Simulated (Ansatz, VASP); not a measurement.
## One calculation of Pt, two programs

```xyz
5
Lattice="2.7543 0.0000 0.0000 0.0000 2.7543 0.0000 0.0000 0.0000 23.7904" Properties=species:S:1:pos:R:3 pbc="T T T"
Pt    0.0000    0.0000    8.0000
Pt    1.3772    1.3772    9.9476
Pt    0.0000    0.0000   11.8952
Pt    1.3772    1.3772   13.8428
Pt    0.0000    0.0000   15.7904
```

Alike in both runs: task single point; functional LDA; k mesh 13 × 13 × 1; occupations fermi-dirac, width 0.1 eV; no spin polarisation.

|  | VASP | Ansatz |
| --- | --- | --- |
| version | VASP 6.6.1 | Ansatz 0.2.0 |
| potentials or method | VASP PAW LDA potentials, release 64 (Pt) | PAW with Ansatz's default frozen-core files, scalar-relativistic |
| plane-wave cutoff (eV) | 520 | 420 |
| valence electrons in the cell | 50 | 90 |

Ansatz gave:

- rms of the force components (eV/Å): 0.190

Problem. Estimate VASP's values.

Solution. rms of the force components (eV/Å): 0.177.

LDA's correlation is that of Perdew and Zunger in VASP and of Perdew and Wang (1992) in Ansatz. Atom by atom the forces differ by 0.015 eV/Å (rms over components). VASP's potentials hold 50 valence electrons a cell and Ansatz's 90, so a difference there can come from the potentials and not from the codes.

Spin-orbit coupling is off throughout.
